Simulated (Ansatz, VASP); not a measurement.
Two plane-wave programs on GaS

```
Ga S
1.0
     3.58500    0.00000    0.00000
    -1.79250    3.10470    0.00000
     0.00000    0.00000   15.50000
Ga S
4 4
Direct
  0.33333 0.66667 0.17102
  0.66667 0.33333 0.67102
  0.33333 0.66667 0.32898
  0.66667 0.33333 0.82898
  0.33333 0.66667 0.60080
  0.66667 0.33333 0.10080
  0.33333 0.66667 0.89920
  0.66667 0.33333 0.39920
```

Alike in both runs: functional PBE; k mesh 14 × 14 × 3; occupations fermi-dirac, width 0.02 eV; no spin polarisation.

Ansatz relaxed the structure, and its values are those at the end. VASP's run is a single point on that final structure, the one shown.

|  | VASP | Ansatz |
| --- | --- | --- |
| version | VASP 6.6.1 | Ansatz 0.2.0 |
| potentials or method | VASP PAW PBE potentials, release 64 (Ga_d, S) | plane-wave PAW, scalar-relativistic |
| plane-wave cutoff (eV) | 500 | 420 |
| valence electrons in the cell | 76 | 76 |

```csv
,VASP,Ansatz,Ansatz less VASP
gap on the k mesh at the Fermi level (eV),1.60,1.59,-0.015
pressure (GPa),2.3,2.3,+0.05
rms of the force components (eV/Å),0.013,0.010,-0.0039
```

The functional is the same, so the differences come from potentials, cutoffs and numerics. Ansatz's warnings: stress scf threshold loose.
